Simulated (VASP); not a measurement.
Input of a VASP 6.6.1 run:

The input INCAR:

```
  PREC = Accurate
  ENCUT = 500
  EDIFF = 1E-6
  ISMEAR = 0
  SIGMA = 0.01
  LREAL = F
  LASPH = T
  NELM = 120
  ALGO = Normal
  ISIF = 2
  LWAVE = F
  LCHARG = T
  GGA = PE
  LELF = T
  LVHAR = T
  NBANDS = 15
  GGA_COMPAT = F
```

Contents of KPOINTS:

```
Automatic mesh
0
Gamma
  8 8 8
```

POSCAR

```
CaS
1.0
    0.0000000000      2.8479357442      2.8479357442
    2.8479357442      0.0000000000      2.8479357442
    2.8479357442      2.8479357442      0.0000000000
Ca S
1 1
Direct
    0.0000000000      0.0000000000      0.0000000000
    0.5000000000      0.5000000000      0.5000000000
```

Potentials or basis: VASP PAW PBE potentials, release 64 (Ca_sv, S).

Launch:

```console
$ cat potpaw_PBE.64/Ca_sv/POTCAR potpaw_PBE.64/S/POTCAR > POTCAR
$ mpirun -np 1 vasp_std > vasp.out
```

Problem. What does it give for the band gap on the k mesh?

Solution. 2.36 eV, indirect (least direct gap 3.16 eV).

Problem. Estimate the pressure.

Solution. 0.6 GPa.

A k mesh can miss the band edges.
